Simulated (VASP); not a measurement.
Wanted: the native input for a VASP 6.6.1 run.

- Task: single point
- Functional: PBEsol
- Potentials or basis: VASP PAW PBE potentials, release 64 (Al, Cu)
- Cutoff: 520 eV
- k mesh: 16 × 16 × 6
- Occupations: fermi-dirac, width 0.01 eV
- Spin: no spin polarisation
- Dipole correction: no
- Further INCAR settings: ALGO = Fast; EDIFF = 1e-06; NBANDS = 18

The structure of Al3Cu lies in POSCAR:

```
Al3Cu
1.0
    2.7784054294      0.0000000000      0.0000000000
    0.0000000000      2.7784054294      0.0000000000
    0.0000000000      0.0000000000      7.5134034100
Al Cu
3 1
Direct
    0.0000000000      0.0000000000      0.5000000000
    0.5000000000      0.5000000000      0.2261155100
    0.5000000000      0.5000000000      0.7738844900
    0.0000000000      0.0000000000      0.0000000000
```

One way to write it, as run:

INCAR

```
SYSTEM = Al3Cu
ALGO = Fast
EDIFF = 1E-6
ENCUT = 520
GGA = PS
ISIF = 2
ISMEAR = -1
LASPH = .TRUE.
LCHARG = .TRUE.
LELF = .TRUE.
LREAL = .FALSE.
LVHAR = .TRUE.
LWAVE = .FALSE.
NBANDS = 18
NELM = 60
PREC = Accurate
SIGMA = 0.01
```

KPOINTS

```
k-points
0
G
  16 16 6
  0 0 0
```

Potentials or basis: VASP PAW PBE potentials, release 64 (Al, Cu).

Launch:

```console
$ cat potpaw_PBE.64/Al/POTCAR potpaw_PBE.64/Cu/POTCAR > POTCAR
$ mpirun -np 1 vasp_std > vasp.out
```

Results of the run:

```json
{
 "Pressure": "1.1 GPa",
 "Largest force": "0.216 eV/Å",
 "Band gap on the k mesh": "zero (bands 10 and 11 overlap by 6.30 eV)"
}
```

Caveat: the PAW data sets were made with another functional, which shifts forces and pressure a little.

Run time: 5.4 min on 1 thread of Intel Xeon 8259CL, on a shared host, peak memory 0.31 GiB.
